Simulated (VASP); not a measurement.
# WC (P-6m2) in VASP: a series of runs

The runs below take WC through single point, relaxation of cell and atoms, with PBEsol.

Everything below comes from runs of VASP 6.6.1. Logs are shortened: lines on timing, memory, paths and dates and some standing lists are left out, and cuts for length are marked.

### Step 1. The cell of the first run

The structure is hexagonal, space group P-6m2 (No. 187). The conventional cell has a = 2.898 Å, b = 2.898 Å, c = 2.828 Å, α = 90.00°, β = 90.00°, γ = 120.00°. Within 2.9 Å of W (site symmetry -6m2) lie 6 C at 2.19 Å and 8 W at 2.83 to 2.90 Å. C (site symmetry -6m2) has 6 W at 2.19 Å and 8 C at 2.83 to 2.90 Å within 2.9 Å.

### Step 2. Single point, PBEsol

The input, INCAR:

```
PREC = Accurate
ENCUT = 520
EDIFF = 1E-6
ISMEAR = 0
SIGMA = 0.1
LREAL = False
LASPH = True
NELM = 100
ALGO = Normal
ISIF = 2
LWAVE = False
LCHARG = False
GGA = PS
NBANDS = 16
```

The input, KPOINTS:

```
regular mesh
0
Gamma
  18 18 14
```

The input, POSCAR:

```
WC
1.0
    2.8984102022      0.0000000000      0.0000000000
   -1.4492051011      2.5100968657      0.0000000000
    0.0000000000      0.0000000000      2.8277797164
W C
1 1
Direct
    0.0000000000      0.0000000000      0.0000000000
    0.6666666667      0.3333333333      0.5000000000
```

Potentials or basis: VASP PAW PBE potentials, release 64 (W_sv, C).

The run is started by

```sh
$ cat potpaw_PBE.64/W_sv/POTCAR potpaw_PBE.64/C/POTCAR > POTCAR
$ mpirun -np 1 vasp_std > vasp.out
```

OUTCAR:

```text
PREC = Accurate
   ENCUT = 520
   EDIFF = 1E-6
   ISMEAR = 0
   LREAL = False
   LASPH = True
   NELM = 100
   ISIF = 2
   GGA = PS

 ion  position               nearest neighbor table
   1  0.000  0.000  0.000-   2 2.19   2 2.19   2 2.19   2 2.19   2 2.19   2 2.19
   2  0.667  0.333  0.500-   1 2.19   1 2.19   1 2.19   1 2.19   1 2.19   1 2.19

  LATTYP: Found a hexagonal cell.
 ALAT       =     2.8984102022
 C/A-ratio  =     0.9756313010

  Lattice vectors:

 A1 = (   2.8984102022,   0.0000000000,   0.0000000000)
 A2 = (  -1.4492051011,   2.5100968657,   0.0000000000)
 A3 = (   0.0000000000,   0.0000000000,   2.8277797164)

Analysis of symmetry for initial positions (statically):
=====================================================================
 Subroutine PRICEL returns:
 Original cell was already a primitive cell.

 Routine SETGRP: Setting up the symmetry group for a
 hexagonal supercell.

 Subroutine GETGRP returns: Found 12 space group operations
 (whereof 12 operations were pure point group operations)
 out of a pool of 24 trial point group operations.

The static configuration has the point symmetry D_3h.

Analysis of symmetry for dynamics (positions and initial velocities):
=====================================================================
 Subroutine PRICEL returns:
 Original cell was already a primitive cell.

 Routine SETGRP: Setting up the symmetry group for a
 hexagonal supercell.

 Subroutine GETGRP returns: Found 12 space group operations
 (whereof 12 operations were pure point group operations)
 out of a pool of 24 trial point group operations.

The dynamic configuration has the point symmetry D_3h.

 Subroutine INISYM returns: Found 12 space group operations
 (whereof 12 operations are pure point group operations),
 and found     1 'primitive' translations

----------------------------------------------------------------------------------------

                                     Primitive cell

  volume of cell :      20.5729

  direct lattice vectors                    reciprocal lattice vectors
     2.898410202  0.000000000  0.000000000     0.345016726  0.199195500  0.000000000
    -1.449205101  2.510096866  0.000000000     0.000000000  0.398391000  0.000000000
     0.000000000  0.000000000  2.827779716     0.000000000  0.000000000  0.353634335

  length of vectors
     2.898410202  2.898410202  2.827779716     0.398391000  0.398391000  0.353634335

  position of ions in fractional coordinates (direct lattice)
     0.000000000  0.000000000  0.000000000
     0.666666667  0.333333333  0.500000000

  ion indices of the primitive-cell ions
   primitive index   ion index
                 1           1
                 2           2

----------------------------------------------------------------------------------------

 KPOINTS: regular mesh

Automatic generation of k-mesh.
 Grid dimensions read from file:
 generate k-points for:   18   18   14

 Generating k-lattice:

  Cartesian coordinates                     Fractional coordinates (reciprocal lattice)
     0.019167596  0.011066417  0.000000000     0.055555556 -0.000000000  0.000000000
     0.000000000  0.022132833  0.000000000     0.000000000  0.055555556  0.000000000
     0.000000000  0.000000000  0.025259595     0.000000000  0.000000000  0.071428571

  Length of vectors
     0.022132833  0.022132833  0.025259595

  Shift w.r.t. Gamma in fractional coordinates (k-lattice)
     0.000000000  0.000000000  0.000000000

 Subroutine IBZKPT returns following result:
 ===========================================

 Found    296 irreducible k-points:

 Following reciprocal coordinates:
            Coordinates               Weight
  0.000000  0.000000  0.000000      1.000000
  0.055556  0.000000  0.000000      6.000000
  0.111111  0.000000  0.000000      6.000000
  0.166667  0.000000  0.000000      6.000000
  0.222222  0.000000  0.000000      6.000000
  0.277778  0.000000  0.000000      6.000000
[... 16 lines left out ...]
  0.333333  0.111111  0.000000     12.000000
  0.388889  0.111111  0.000000     12.000000
 [... further k-points ...]
   k-points           NKPTS =    296   k-points in BZ     NKDIM =    296   number of bands    NBANDS=     16
   number of dos      NEDOS =    301   number of ions     NIONS =      2
   total plane-waves  NPLWV =  13824
   dimension x,y,z NGX =    24 NGY =   24 NGZ =   24
   dimension x,y,z NGXF=    48 NGYF=   48 NGZF=   48
   ions per type =               1   1
   NGX,Y,Z   is equivalent  to a cutoff of  13.77, 13.77, 14.11 a.u.
   NGXF,Y,Z  is equivalent  to a cutoff of  27.53, 27.53, 28.22 a.u.
 SYSTEM =  unknown system
   PREC   = accura    normal or accurate (medium, high low for compatibility)
   ISTART =      0    job   : 0-new  1-cont  2-samecut
   ICHARG =      2    charge: 1-file 2-atom 10-const
   ISPIN  =      1    spin polarized calculation?
   LNONCOLLINEAR =      F non collinear calculations
   LSORBIT =      F    spin-orbit coupling
   LASPH  =      T    aspherical Exc in radial PAW
   ENCUT  =  520.0 eV  38.22 Ry    6.18 a.u.   5.39  5.39  5.26*2*pi/ulx,y,z
   NELM   =    100;   NELMIN=  2; NELMDL= -5     # of ELM steps
   EDIFF  = 0.1E-05   stopping-criterion for ELM
   LREAL  =      F    real-space projection
   EDIFFG = 0.1E-04   stopping-criterion for IOM
   NSW    =      0    number of steps for IOM
   IBRION =     -1    ionic relax: 0-MD 1-quasi-New 2-CG
   NFREE  =      0    steps in history (QN), initial steepest desc. (CG)
   ISIF   =      2    stress and relaxation
   ISYM   =      2    0-nonsym 1-usesym 2-fastsym
   POTIM  = 0.5000    time-step for ionic-motion
   TEBEG  =    0.0;   TEEND  =   0.0 temperature during run
   PSTRESS=    0.0 pullay stress
   NELECT =      18.0000    total number of electrons
   NUPDOWN=      -1.0000    fix difference up-down
   EMIN   =  10.00;   EMAX   =-10.00  energy-range for DOS
   EFERMI =   0.00;   METHOD = LEGACY
   ISMEAR =     0;   SIGMA  =   0.10  broadening in eV -4-tet -1-fermi 0-gaus
   EFERMI_NEDOS =   21; number of points for ismear=-14 and -15
   IALGO  =     38    algorithm
   IMIX   =      4    mixing-type and parameters
     AMIX     =   0.40;   BMIX     =  1.00
     AMIX_MAG =   1.60;   BMIX_MAG =  1.00
  volume/ion in A,a.u.               =      10.29        69.42
  Fermi-wavevector in a.u.,A,eV,Ry     =   1.565791  2.958915 33.357409  2.451700
  Thomas-Fermi vector in A             =   2.668215
   LORBIT       =      0    0 simple, 1 ext, 2 COOP (PROOUT), +10 PAW based schemes
   GGA     = PS    functional components
   LHFCALC =     F    Hartree Fock is set to
   AEXX    =    0.0000 exact exchange contribution
   IVDW    =     0    specifies the selected vdW correction
   LEPSILON=     F    determine dielectric tensor
   LRPA    =     F    only Hartree local field effects (RPA)
 non-spin polarized calculation
 Gauss-broadening in eV      SIGMA  =   0.10
  energy-cutoff  :      520.00
  volume of cell :       20.57
 maximum number of plane-waves:       574
 NGX is ok and might be reduce to    24
   NGX = 11   NGY = 11   NGZ = 11

 number of electron      18.0000001 magnetization

 Free energy of the ion-electron system (eV)
  ---------------------------------------------------
  ext. energy  EPLUGINS =         0.00000000
  ---------------------------------------------------
  free energy    TOTEN  =       -23.90069301 eV

  energy without entropy =      -23.89942896  energy(sigma->0) =      -23.90006099

 E-fermi :  11.0539     XC(G=0): -13.9759

 val. band max:       11.0136997989   @ k =   0.0556   0.0000   0.2143
 cond. band min:      11.0752100261   @ k =   0.4444   0.0000   0.5000
 fundamental gap:      0.0615102272
 Fermi energy:        11.0539444999

 k-point     1 :       0.0000    0.0000    0.0000
  band No.  band energies     occupation
      1     -62.8601      2.00000
      2     -26.8456      2.00000
      3     -26.7412      2.00000
      4     -26.7412      2.00000
      5      -3.4382      2.00000
      6       6.6766      2.00000
[... 8 lines left out ...]
     15      25.4474      0.00000
     16      27.8378      0.00000

 k-point     2 :       0.0556    0.0000    0.0000
  band No.  band energies     occupation
      1     -62.8583      2.00000
      2     -26.8421      2.00000
      3     -26.7683      2.00000
      4     -26.7473      2.00000
      5      -3.3551      2.00000
      6       6.7079      2.00000
[... 8 lines left out ...]
     15      25.2519      0.00000
     16      28.0125      0.00000

 k-point     3 :       0.1111    0.0000    0.0000
  band No.  band energies     occupation
      1     -62.8530      2.00000
      2     -26.8454      2.00000
      3     -26.8321      2.00000
      4     -26.7648      2.00000
      5      -3.1122      2.00000
      6       6.6852      2.00000
[... 8 lines left out ...]
     15      24.9278      0.00000
     16      28.5162      0.00000

 k-point     4 :       0.1667    0.0000    0.0000
  band No.  band energies     occupation
      1     -62.8449      2.00000
      2     -26.9620      2.00000
      3     -26.8168      2.00000
      4     -26.7915      2.00000
      5      -2.7289      2.00000
      6       6.3181      2.00000
[... 8 lines left out ...]
     15      24.7538      0.00000
     16      29.2928      0.00000

 k-point     5 :       0.2222    0.0000    0.0000
  band No.  band energies     occupation
      1     -62.8350      2.00000
      2     -27.1023      2.00000
      3     -26.8240      2.00000
      4     -26.7979      2.00000
      5      -2.2353      2.00000
      6       5.7681      2.00000
[... 8 lines left out ...]
     15      24.8917      0.00000
     16      29.4366      0.00000

 k-point     6 :       0.2778    0.0000    0.0000
  band No.  band energies     occupation
      1     -62.8243      2.00000
      2     -27.2486      2.00000
      3     -26.8583      2.00000
      4     -26.7777      2.00000
      5      -1.6722      2.00000
      6       5.2150      2.00000
[... 8 lines left out ...]
     15      25.4405      0.00000
     16      28.9899      0.00000

 k-point     7 :       0.3333   -0.0000    0.0000
  band No.  band energies     occupation
      1     -62.8144      2.00000
      2     -27.3833      2.00000
      3     -26.8904      2.00000
      4     -26.7587      2.00000
      5      -1.0920      2.00000
      6       4.7250      2.00000
[... 8 lines left out ...]
     15      26.0559      0.00000
     16      27.8349      0.00000

 k-point     8 :       0.3889   -0.0000    0.0000
  band No.  band energies     occupation
      1     -62.8062      2.00000
      2     -27.4913      2.00000
      3     -26.9164      2.00000
      4     -26.7432      2.00000
      5      -0.5640      2.00000
      6       4.3332      2.00000
[... 8 lines left out ...]
     15      25.3480      0.00000
     16      28.1274      0.00000

 k-point     9 :       0.4444    0.0000    0.0000
  band No.  band energies     occupation
      1     -62.8009      2.00000
      2     -27.5610      2.00000
      3     -26.9333      2.00000
      4     -26.7330      2.00000
      5      -0.1791      2.00000
      6       4.0711      2.00000
[... 8 lines left out ...]
     15      24.3416      0.00000
     16      28.9222      0.00000
[... 172 lines left out ...]
 k-point    19 :       0.1111    0.1111    0.0000
  band No.  band energies     occupation
      1     -62.8405      2.00000
      2     -27.0164      2.00000
      3     -26.8156      2.00000
      4     -26.8083      2.00000
      5      -2.5080      2.00000
      6       6.0974      2.00000
[... 8 lines left out ...]
     15      24.7835      0.00000
     16      29.3708      0.00000

 k-point    20 :       0.1667    0.1111    0.0000
  band No.  band energies     occupation
      1     -62.8311      2.00000
      2     -27.1375      2.00000
      3     -26.8564      2.00000
      4     -26.7905      2.00000
      5      -2.0279      2.00000
      6       5.6133      2.00000
[... 8 lines left out ...]
     15      25.0118      0.00000
     16      29.3035      0.00000

 k-point    21 :       0.2222    0.1111    0.0000
  band No.  band energies     occupation
      1     -62.8211      2.00000
      2     -27.2634      2.00000
      3     -26.9001      2.00000
      4     -26.7715      2.00000
      5      -1.4766      2.00000
      6       5.1315      2.00000
[... 8 lines left out ...]
     15      25.5737      0.00000
     16      28.7626      0.00000

 k-point    22 :       0.2778    0.1111    0.0000
  band No.  band energies     occupation
      1     -62.8118      2.00000
      2     -27.3796      2.00000
      3     -26.9412      2.00000
      4     -26.7537      2.00000
      5      -0.9050      2.00000
      6       4.7038      2.00000
[... 8 lines left out ...]
     15      26.2446      0.00000
     16      27.7200      0.00000

 k-point    23 :       0.3333    0.1111    0.0000
  band No.  band energies     occupation
      1     -62.8041      2.00000
      2     -27.4729      2.00000
      3     -26.9745      2.00000
      4     -26.7390      2.00000
      5      -0.3825      2.00000
      6       4.3623      2.00000
[... 8 lines left out ...]
     15      25.7885      0.00000
     16      27.9489      0.00000

 k-point    24 :       0.3889    0.1111    0.0000
  band No.  band energies     occupation
      1     -62.7990      2.00000
      2     -27.5331      2.00000
      3     -26.9962      2.00000
      4     -26.7295      2.00000
      5      -0.0006      2.00000
      6       4.1352      2.00000
[... 8 lines left out ...]
     15      24.9328      0.00000
     16      28.6579      0.00000

 [... further k-points ...]

------------------------ aborting loop because EDIFF is reached ----------------------------------------

  FORCE on cell =-STRESS in cart. coord.  units (eV):
  Direction    XX          YY          ZZ          XY          YZ          ZX
  --------------------------------------------------------------------------------------
  -------------------------------------------------------------------------------------
  Total        0.1474514      0.1474514      0.1916475      0.0000000      0.0000000      0.0000000
  in kB       11.4832193     11.4832193     14.9251164      0.0000000      0.0000000      0.0000000
  external PRESSURE =      12.6305183 kB  Pullay stress =       0.0000000 kB

 VOLUME and BASIS-vectors are now :
 -----------------------------------------------------------------------------
  energy-cutoff  :      520.00
  volume of cell :       20.57
      direct lattice vectors                 reciprocal lattice vectors
     2.898410202  0.000000000  0.000000000     0.345016726  0.199195500  0.000000000
    -1.449205101  2.510096866  0.000000000     0.000000000  0.398391000  0.000000000
     0.000000000  0.000000000  2.827779716     0.000000000  0.000000000  0.353634335

 POSITION                                       TOTAL-FORCE (eV/Angst)
 -----------------------------------------------------------------------------------
      0.00000      0.00000      0.00000         0.000000     -0.000000      0.000000
      1.44921      0.83670      1.41389        -0.000000      0.000000      0.000000
 -----------------------------------------------------------------------------------
    total drift:                                0.000000     -0.000000      0.000000

  FREE ENERGIE OF THE ION-ELECTRON SYSTEM (eV)
  ---------------------------------------------------
  free  energy   TOTEN  =       -23.9006930132 eV

  energy  without entropy=      -23.8994289602  energy(sigma->0) =      -23.90006099
```

It took 24 s on 1 thread of Intel Xeon 6975P-C (Granite Rapids), shared host; peak memory 0.21 GiB.

What came out:

| Quantity | Value |
| --- | --- |
| Free energy | -23.9007 eV |
| Pressure | 1.3 GPa |
| Band gap on the k mesh | zero (bands 9 and 10 overlap by 1.24 eV) |

Stress tensor (GPa, compression positive):
```
1.15 0.00 0.00
0.00 1.15 0.00
0.00 0.00 1.49
```

Caveat: the PAW data sets were made with another functional, which shifts forces and pressure a little; spin-orbit coupling is left out, which moves the levels of the heavy elements.

### Step 3. Relaxation of cell and atoms, PBEsol

This run uses another cell than the first one, of 10.38 Å³/atom.

The input, INCAR:

```
SYSTEM = WC
ALGO = Normal
EDIFF = 1E-6
EDIFFG = -0.005
ENCUT = 600
GGA = PS
IBRION = 2
ISIF = 3
ISMEAR = 0
LASPH = .TRUE.
LCHARG = .FALSE.
LREAL = .FALSE.
LWAVE = .FALSE.
NELM = 100
NSW = 100
PREC = Accurate
SIGMA = 0.1
```

The input, KPOINTS:

```
k-points
0
G
  18 18 14
  0 0 0
```

The input, POSCAR:

```
WC
1.0
    2.9065000000      0.0000000000      0.0000000000
   -1.4532500000      2.5171028361      0.0000000000
    0.0000000000      0.0000000000      2.8366000000
W C
1 1
Direct
    0.0000000000      0.0000000000      0.0000000000
    0.6666666667      0.3333333333      0.5000000000
```

Potentials or basis: VASP PAW PBE potentials, release 64 (W_sv, C).

The run is started by

```sh
$ cat potpaw_PBE.64/W_sv/POTCAR potpaw_PBE.64/C/POTCAR > POTCAR
$ mpirun -np 1 vasp_std > vasp.out
```

It took 66 s on 1 thread of Intel Xeon 6975P-C (Granite Rapids), shared host; peak memory 0.22 GiB.

The run converged. Its results:

* Free energy: -23.9018 eV
* Relaxed volume: 10.32 Å³/atom
* Relaxed cell: a = 2.901 Å, b = 2.901 Å, c = 2.831 Å, α = 90.00°, β = 90.00°, γ = 120.00°
* Space group after relaxing (to 0.1 Å): P-6m2 (No. 187)
* Energy gained by relaxing: 0.4 meV/atom
* Ionic steps: 6
* Pressure after relaxing: 0.0 GPa
* Band gap on the k mesh: zero (bands 9 and 10 overlap by 1.24 eV)

Step by step:
| step | energy change (eV) | largest force (eV/Å) | pressure (GPa) | volume (Å³) |
| --- | --- | --- | --- | --- |
| 1 | 0.0000 | 0.0000 | -2.35 | 20.75 |
| 2 | 0.0064 | 0.0000 | 7.02 | 20.30 |
| 3 | -0.0009 | 0.0000 | -0.02 | 20.63 |
| 4 | -0.0009 | 0.0000 | -0.01 | 20.63 |
| 5 | -0.0009 | 0.0000 | 0.05 | 20.63 |
| 6 | -0.0009 | 0.0000 | 0.04 | 20.63 |

Final structure:
```
W C
1.0
     2.90091    0.00000    0.00000
    -1.45045    2.51226    0.00000
     0.00000    0.00000    2.83080
W C
1 1
Direct
  0.00000 0.00000 0.00000
  0.66667 0.33333 0.50000
```

Levels at points of the mesh, in eV from the Fermi level:
```
           k point  band 6  band 7  band 8  band 9  band 10  band 11  band 12  band 13
(0.00, 0.00, 0.00)   -4.36   -3.35   -3.35    0.12     3.26     3.26     5.69     5.69
(0.50, 0.00, 0.00)   -7.06   -3.64   -3.61   -0.44     2.36     4.57     4.95     6.91
(0.00, 0.00, 0.50)   -8.71   -2.02   -2.02   -0.60    -0.60     3.72     4.55     4.55
(0.50, 0.00, 0.50)   -6.50   -4.34   -4.19    0.31     4.48     5.37     6.72     9.28
```

Caveat: the PAW data sets were made with another functional, which shifts forces and pressure a little; spin-orbit coupling is left out, which moves the levels of the heavy elements.

[end of part 1 of 2]
